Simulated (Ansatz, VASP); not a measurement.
# Nb: VASP beside Ansatz

```xyz
1
Lattice="-1.6224 1.6224 1.7055 1.6224 -1.6224 1.7055 1.6224 1.6224 -1.7055" Properties=species:S:1:pos:R:3 pbc="T T T"
Nb    0.0000    0.0000    0.0000
```

Change from the starting cell: strain -0.025 along x and y, +0.025 along z, atoms carried along.

Alike in both runs: task single point; functional PBE; k mesh 20 × 20 × 20; occupations gaussian, width 0.15 eV; no spin polarisation.

|  | VASP | Ansatz |
| --- | --- | --- |
| version | VASP 6.6.1 | Ansatz 0.2.0 |
| potentials or method | VASP PAW PBE potentials, release 64 (Nb_sv), cutoff 520 eV | scalar-relativistic, plane waves, PAW |
| valence electrons in the cell | 13 | 13 |

Ansatz gave:

```
gap on the k mesh at the Fermi level (eV)                     : none
pressure (GPa)                                                : 1.9
traceless stress, the component that is largest in VASP (GPa) : -4.07
```

Problem. Which values does VASP return?

Solution. gap on the k mesh at the Fermi level (eV): none; pressure (GPa): 1.5; traceless stress, the component that is largest in VASP (GPa): -4.05.

A gap of «none» marks a metal or a gap that the smearing closes. With one functional, cell and mesh, what is left measures potentials, basis and numerics.
